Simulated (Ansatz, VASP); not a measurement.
## Two plane-wave programs on MoS2

```xyz
6
Lattice="3.1856 0.0000 0.0000 -1.5928 2.7588 0.0000 0.0000 0.0000 14.5105" Properties=species:S:1:pos:R:3 pbc="T T T"
Mo   -0.0400    1.7699    3.6276
Mo    1.5928    0.9196   10.8828
S     0.0000    1.8392    9.3203
S     1.5928    0.9196    2.0651
S     0.0000    1.8392   12.4454
S     1.5928    0.9196    5.1902
```

Alike in both runs: task single point; functional PBE; k mesh 12 × 12 × 2; occupations gaussian, width 0.05 eV; no spin polarisation.

|  | VASP | Ansatz |
| --- | --- | --- |
| version | VASP 6.6.1 | Ansatz 0.2.0 |
| potentials or method | VASP PAW PBE potentials, release 64 (Mo_sv, S), cutoff 520 eV | scalar-relativistic, plane waves, PAW |
| valence electrons in the cell | 52 | 52 |

Ansatz gave:

- gap on the k mesh at the Fermi level (eV): 1.41
- least direct gap on the mesh (eV): 1.65
- pressure (GPa): 0.2
- traceless stress, the component that is largest in VASP (GPa): -0.60
- rms of the force components (eV/Å): 0.452

Q: What did VASP give for the same quantities?

A: gap on the k mesh at the Fermi level (eV): 1.43; least direct gap on the mesh (eV): 1.65; pressure (GPa): 0.0; traceless stress, the component that is largest in VASP (GPa): -0.58; rms of the force components (eV/Å): 0.451.

Atom by atom the forces differ by 0.006 eV/Å (rms over components).
